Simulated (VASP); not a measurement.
Set up this calculation in VASP 6.6.1, as the native input.

| Quantity | Value |
| --- | --- |
| Task | relaxation of cell and atoms |
| Functional | PBEsol |
| Potentials or basis | VASP PAW PBE potentials, release 64 (Al) |
| Cutoff | 600 eV |
| k mesh | 14 × 14 × 14 |
| Occupations | fermi-dirac, width 0.05 eV |
| Spin | no spin polarisation |
| Target pressure | 5 GPa |
| Dipole correction | no |
| Further INCAR settings | ALGO = Normal; EDIFF = 1e-06; IBRION = 2; EDIFFG = -0.01; NSW = 60; ISIF = 3 |

The structure of Al lies in POSCAR:

```
Al
1.0
    0.0000000000      2.7850000000      2.7850000000
    2.7850000000      0.0000000000      2.7850000000
    2.7850000000      2.7850000000      0.0000000000
Al
2
Direct
    0.0000000000      0.0000000000      0.0000000000
    0.2500000000      0.2500000000      0.2500000000
```

The input as run:

INCAR

```
SYSTEM = Al
  PREC = Accurate
  ENCUT = 600
  EDIFF = 1E-6
  ISMEAR = -1
  SIGMA = 0.05
  LREAL = .FALSE.
  LASPH = .TRUE.
  NELM = 60
  ALGO = Normal
  ISIF = 3
  LWAVE = .FALSE.
  LCHARG = .FALSE.
  GGA = PS
  IBRION = 2
  NSW = 60
  EDIFFG = -0.01
  PSTRESS = 50.0
```

KPOINTS

```
Automatic mesh
0
G
  14 14 14
  0 0 0
```

Potentials or basis: VASP PAW PBE potentials, release 64 (Al).

Launch:

```console
$ cat potpaw_PBE.64/Al/POTCAR > POTCAR
$ mpirun -np 1 vasp_std > vasp.out
```

It gave:

```yaml
Relaxed_volume: 24.33 Å³/atom
Relaxed_cell: a = 4.098 Å, b = 4.098 Å, c = 4.098 Å, α = 60.00°, β = 60.00°, γ = 60.00°
Space_group_after_relaxing_to_0.05_Å: Fd-3m (No. 227)
Energy_change_on_relaxing_the_enthalpy_is_what_falls: -153.8 meV/atom
Ionic_steps: 3
Pressure_after_relaxing: 5.0 GPa
Band_gap_on_the_k_mesh: zero (band 3 reaches 5.95 eV, above the bottom of band 4 at 1.98 eV)
```

Caveat: the cell is relaxed towards a set pressure, so the enthalpy falls and the energy may rise; the PAW data sets were made with another functional, which shifts forces and pressure a little.

Wall time 62 s on 1 thread of Intel(R) Xeon(R) Platinum 8375C CPU @ 2.90GHz (Ice Lake) (shared host), peak memory 0.19 GiB.
